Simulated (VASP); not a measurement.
Input of a VASP 6.6.1 run:

Contents of INCAR:

```
  ALGO = Normal
  EDIFF = 1E-6
  ENCUT = 520
  GGA = PS
  ISIF = 2
  ISMEAR = 0
  LASPH = True
  LCHARG = False
  LREAL = False
  LWAVE = False
  NBANDS = 11
  NELM = 100
  PREC = Accurate
  SIGMA = 0.05
```

The input KPOINTS:

```
k-points
0
Gamma
  10 10 10
```

File POSCAR:

```
BeS
1.0
    0.0000000000      2.3095333280      2.3848960430
    2.3848960430      0.0000000000      2.3848960430
    2.3848960430      2.3095333280      0.0000000000
Be S
1 1
Direct
    0.0000000000      0.0000000000      0.0000000000
    0.7500000000      0.7500000000      0.7500000000
```

Potentials or basis: VASP PAW PBE potentials, release 64 (Be, S).

The run is started by

```sh
$ cat potpaw_PBE.64/Be/POTCAR potpaw_PBE.64/S/POTCAR > POTCAR
$ mpirun -np 1 vasp_std > vasp.out
```

Problem. What does it give for the pressure?

Solution. 8.5 GPa.

Problem. Estimate the band gap on the k mesh.

Solution. 2.43 eV, indirect (least direct gap 5.43 eV).

Stress tensor (GPa, compression positive):
```
 7.53  0.00  0.00
 0.00 10.48  0.00
 0.00  0.00  7.53
```

Caveat: the PAW data sets were made with another functional, which shifts forces and pressure a little. A k mesh can miss the band edges.
